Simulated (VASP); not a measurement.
# Ga2BAs3 in VASP: notebook

Runs on Ga2BAs3. Level: PBE. Tasks: single point.

Program: VASP 6.6.1. These are calculated values, not measurements. Logs are shortened: lines on timing, memory, paths and dates and some standing lists are left out, and cuts for length are marked.

## (1) The cell of the first run

It takes space group Cmc2_1 (No. 36, orthorhombic). Conventional cell: a = 11.486 Å, b = 6.626 Å, c = 6.268 Å, α = 90.00°, β = 90.00°, γ = 90.00°. Ga (site symmetry 1) has 4 As at 2.47 to 2.48 Å within 3.3 Å. Within 2.8 Å of B (site symmetry m) lie 4 As at 2.10 to 2.16 Å. Within 2.8 Å of As (site symmetry 1) lie 1 B at 2.10 Å and 3 Ga at 2.47 to 2.48 Å. As (site symmetry m) has 2 B at 2.11 to 2.16 Å and 2 Ga at 2.48 Å within 2.8 Å.

## (2) Single point, PBE

INCAR reads:

```
PREC = Accurate ; ENCUT = 520
EDIFF = 1E-7 ; ISMEAR = 0
SIGMA = 0.1 ; LREAL = F
LASPH = T ; NELM = 60
ALGO = Normal ; ISIF = 2
LWAVE = F ; LCHARG = F
GGA = PE ; NBANDS = 56
```

KPOINTS reads:

```
regular mesh
0
Gamma
  2 2 2
```

POSCAR reads:

```
Ga2BAs3
1.0
    0.0000000000      0.0000000000     -6.2680683452
    0.0000000000      6.6255440634      0.0000000000
    5.7429823941     -3.3127720317      0.0000000000
Ga B As
4 2 6
Direct
    0.0034545889      0.8267845121      0.3214845359
    0.5034545889      0.1732154879      0.6785154641
    0.0034545889      0.5052999762      0.6785154641
    0.5034545889      0.4947000238      0.3214845359
    0.4979397497      0.8517972528      0.0000000000
    0.9979397497      0.1482027472      0.0000000000
    0.3958934214      0.5456102093      0.7042804962
    0.3958934214      0.8413297131      0.2957195038
    0.3426642297      0.1343617781      0.0000000000
    0.8958934214      0.1586702869      0.7042804962
    0.8958934214      0.4543897907      0.2957195038
    0.8426642297      0.8656382219      0.0000000000
```

Potentials or basis: VASP PAW PBE potentials, release 64 (Ga_d, B, As).

Launch:

```sh
$ cat potpaw_PBE.64/Ga_d/POTCAR potpaw_PBE.64/B/POTCAR potpaw_PBE.64/As/POTCAR > POTCAR
$ mpirun -np 1 vasp_std > vasp.out
```

OUTCAR:

```text
PREC = Accurate
   ENCUT = 520
   EDIFF = 1E-7
   ISMEAR = 0
   LREAL = F
   LASPH = T
   NELM = 60
   ISIF = 2
   GGA = PE

 ion  position               nearest neighbor table
   1  0.003  0.827  0.321-   8 2.47  11 2.48  10 2.48  12 2.48
   2  0.503  0.173  0.679-  10 2.47   7 2.48   8 2.48   9 2.48
   3  0.003  0.505  0.679-   7 2.47  10 2.48  11 2.48  12 2.48
   4  0.503  0.495  0.321-  11 2.47   8 2.48   7 2.48   9 2.48
   5  0.498  0.852  0.000-   7 2.10   8 2.10   9 2.11  12 2.16
   6  0.998  0.148  0.000-  10 2.10  11 2.10  12 2.11   9 2.16
   7  0.396  0.546  0.704-   5 2.10   3 2.47   2 2.48   4 2.48
   8  0.396  0.841  0.296-   5 2.10   1 2.47   4 2.48   2 2.48
   9  0.343  0.134  0.000-   5 2.11   6 2.16   2 2.48   4 2.48
  10  0.896  0.159  0.704-   6 2.10   2 2.47   3 2.48   1 2.48
  11  0.896  0.454  0.296-   6 2.10   4 2.47   1 2.48   3 2.48
  12  0.843  0.866  0.000-   6 2.11   5 2.16   1 2.48   3 2.48

  LATTYP: Found a base centered orthorhombic cell.
 ALAT       =     6.6255440634
 B/A-ratio  =     1.7335881670
 C/A-ratio  =     0.9460458319

  Lattice vectors:

 A1 = (  -5.7429823941,   3.3127720317,   0.0000000000)
 A2 = (   5.7429823941,   3.3127720317,   0.0000000000)
 A3 = (   0.0000000000,   0.0000000000,  -6.2680683452)

Analysis of symmetry for initial positions (statically):
=====================================================================
 Subroutine PRICEL returns:
 Original cell was already a primitive cell.

 Routine SETGRP: Setting up the symmetry group for a
 base centered orthorhombic supercell.

 Subroutine GETGRP returns: Found  4 space group operations
 (whereof  2 operations were pure point group operations)
 out of a pool of  8 trial point group operations.

The static configuration has the point symmetry C_1h.
 The point group associated with its full space group is C_2v.

Analysis of symmetry for dynamics (positions and initial velocities):
=====================================================================
 Subroutine PRICEL returns:
 Original cell was already a primitive cell.

 Routine SETGRP: Setting up the symmetry group for a
 base centered orthorhombic supercell.

 Subroutine GETGRP returns: Found  4 space group operations
 (whereof  2 operations were pure point group operations)
[... 112 lines left out ...]
   POTIM  = 0.5000    time-step for ionic-motion
   TEBEG  =    0.0;   TEEND  =   0.0 temperature during run
   PSTRESS=    0.0 pullay stress
   NELECT =      88.0000    total number of electrons
   NUPDOWN=      -1.0000    fix difference up-down
   EMIN   =  10.00;   EMAX   =-10.00  energy-range for DOS
   EFERMI =   0.00;   METHOD = LEGACY
   ISMEAR =     0;   SIGMA  =   0.10  broadening in eV -4-tet -1-fermi 0-gaus
   EFERMI_NEDOS =   21; number of points for ismear=-14 and -15
   IALGO  =     38    algorithm
   IMIX   =      4    mixing-type and parameters
     AMIX     =   0.40;   BMIX     =  1.00
     AMIX_MAG =   1.60;   BMIX_MAG =  1.00
  volume/ion in A,a.u.               =      19.88       134.12
  Fermi-wavevector in a.u.,A,eV,Ry     =   1.174189  2.218896 18.758633  1.378721
  Thomas-Fermi vector in A             =   2.310590
   LORBIT       =      0    0 simple, 1 ext, 2 COOP (PROOUT), +10 PAW based schemes
   GGA     = PE    functional components
   LHFCALC =     F    Hartree Fock is set to
   AEXX    =    0.0000 exact exchange contribution
   IVDW    =     0    specifies the selected vdW correction
   LEPSILON=     F    determine dielectric tensor
   LRPA    =     F    only Hartree local field effects (RPA)
 non-spin polarized calculation
 Gauss-broadening in eV      SIGMA  =   0.10
  energy-cutoff  :      520.00
  volume of cell :      238.50
 maximum number of plane-waves:      6452
 NGX is ok and might be reduce to    48
   NGX = 23   NGY = 25   NGZ = 25

 number of electron      88.0000011 magnetization

 Free energy of the ion-electron system (eV)
  ---------------------------------------------------
  ext. energy  EPLUGINS =         0.00000000
  ---------------------------------------------------
  free energy    TOTEN  =       -54.66050337 eV

  energy without entropy =      -54.66050299  energy(sigma->0) =      -54.66050318

 E-fermi :   4.8041     XC(G=0):  -9.8116

 val. band max:        4.4792339939   @ k =   0.0000   0.0000   0.0000
 cond. band min:       5.1286011516   @ k =   0.0000   0.0000   0.0000
 fundamental gap:      0.6493671578
 Fermi energy:         4.8041156566

 k-point     1 :       0.0000    0.0000    0.0000
  band No.  band energies     occupation
      1     -10.5714      2.00000
      2     -10.5547      2.00000
      3     -10.5474      2.00000
      4     -10.5347      2.00000
      5     -10.5109      2.00000
      6     -10.4761      2.00000
[... 343 lines left out ...]
     55       8.5209      0.00000
     56       8.5209      0.00000

------------------------ aborting loop because EDIFF is reached ----------------------------------------

  FORCE on cell =-STRESS in cart. coord.  units (eV):
  Direction    XX          YY          ZZ          XY          YZ          ZX
  --------------------------------------------------------------------------------------
  -------------------------------------------------------------------------------------
  Total       -0.0930162      0.5032161     -0.4943069      0.0000000      0.0000000      0.0000000
  in kB       -0.6248509      3.3804330     -3.3205841      0.0000000      0.0000000      0.0000000
  external PRESSURE =      -0.1883340 kB  Pullay stress =       0.0000000 kB

 VOLUME and BASIS-vectors are now :
 -----------------------------------------------------------------------------
  energy-cutoff  :      520.00
  volume of cell :      238.50
      direct lattice vectors                 reciprocal lattice vectors
     0.000000000  0.000000000 -6.268068345     0.000000000  0.000000000 -0.159538784
     0.000000000  6.625544063  0.000000000     0.087062778  0.150931001  0.000000000
     5.742982394 -3.312772032  0.000000000     0.174125556  0.000000000  0.000000000

 POSITION                                       TOTAL-FORCE (eV/Angst)
 -----------------------------------------------------------------------------------
      1.84628      4.41289     -0.02165         0.033440     -0.017078     -0.016170
      3.89670     -1.10012     -3.15569        -0.033440      0.017078     -0.016170
      3.89670      1.10012     -0.02165        -0.033440     -0.017078     -0.016170
      1.84628      2.21265     -3.15569         0.033440      0.017078     -0.016170
      0.00000      5.64362     -3.12112         0.000000     -0.062205     -0.083745
      0.00000      0.98192     -6.25515         0.000000      0.062205     -0.083745
      4.04467      1.28184     -2.48149        -0.169692     -0.084567      0.003601
      1.69831      4.59462     -2.48149         0.169692     -0.084567      0.003601
      0.00000      0.89022     -2.14784         0.000000      0.244940      0.108882
      4.04467     -1.28184     -5.61552        -0.169692      0.084567      0.003601
      1.69831      2.03093     -5.61552         0.169692      0.084567      0.003601
      0.00000      5.73532     -5.28188         0.000000     -0.244940      0.108882
 -----------------------------------------------------------------------------------
    total drift:                                0.000028     -0.000015     -0.002436

  FREE ENERGIE OF THE ION-ELECTRON SYSTEM (eV)
  ---------------------------------------------------
  free  energy   TOTEN  =       -54.6605033703 eV

  energy  without entropy=      -54.6605029921  energy(sigma->0) =      -54.66050318
```

It took 2 min on 1 thread of Intel Xeon Platinum 8375C at 2.90GHz (Ice Lake), shared host; peak memory 0.37 GiB.

What came out:

- Free energy: -54.6605 eV
- Pressure: 0.0 GPa
- Largest force: 0.268 eV/Å
- Band gap on the k mesh: 0.65 eV

Forces in eV/Å, atoms in the order of the input:
```
Ga   0.033 -0.017 -0.016
Ga  -0.033  0.017 -0.016
Ga  -0.033 -0.017 -0.016
Ga   0.033  0.017 -0.016
B    0.000 -0.062 -0.084
B    0.000  0.062 -0.084
As  -0.170 -0.085  0.004
As   0.170 -0.085  0.004
As   0.000  0.245  0.109
As  -0.170  0.085  0.004
As   0.170  0.085  0.004
As   0.000 -0.245  0.109
```

Caveat: the k points lie up to 0.55 Å⁻¹ apart; semilocal functionals underestimate gaps, and a narrow one can read as zero. A k mesh can miss the band edges.

(Continued in part 2 of 2.)
